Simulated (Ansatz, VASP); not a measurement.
**CaSe: VASP beside Ansatz**

```
CELL_PARAMETERS angstrom
0.01467 2.94179 2.94179
2.94179 0.01467 2.94179
2.94179 2.94179 0.01467
ATOMIC_POSITIONS crystal
Ca 0.00000 0.00000 0.00000
Se 0.50000 0.50000 0.50000
```

Change from the starting cell: equal xy, yz and zx engineering shears of +0.5 %.

Alike in both runs: functional PBEsol; k mesh 6 × 6 × 6; no spin polarisation.

Ansatz relaxed the structure, and its values are those at the end. VASP's run is a single point on that final structure, the one shown.

|  | VASP | Ansatz |
| --- | --- | --- |
| version | VASP 6.6.1 | Ansatz 0.2.0 |
| potentials or method | VASP PAW PBE potentials, release 64 (Ca_sv, Se), cutoff 520 eV | all-electron LAPW, scalar-relativistic |
| occupations | gaussian, width 0.01 eV | fixed |

|  | VASP | Ansatz | Ansatz less VASP |
| --- | --- | --- | --- |
| gap on the k mesh at the Fermi level (eV) | 1.85 | 1.86 | +0.013 |
| pressure (GPa) | 0.2 | 0.0 | -0.21 |

VASP's potentials were made for PBE, not for PBEsol. Ansatz ran all-electron here, and VASP with PAW potentials.
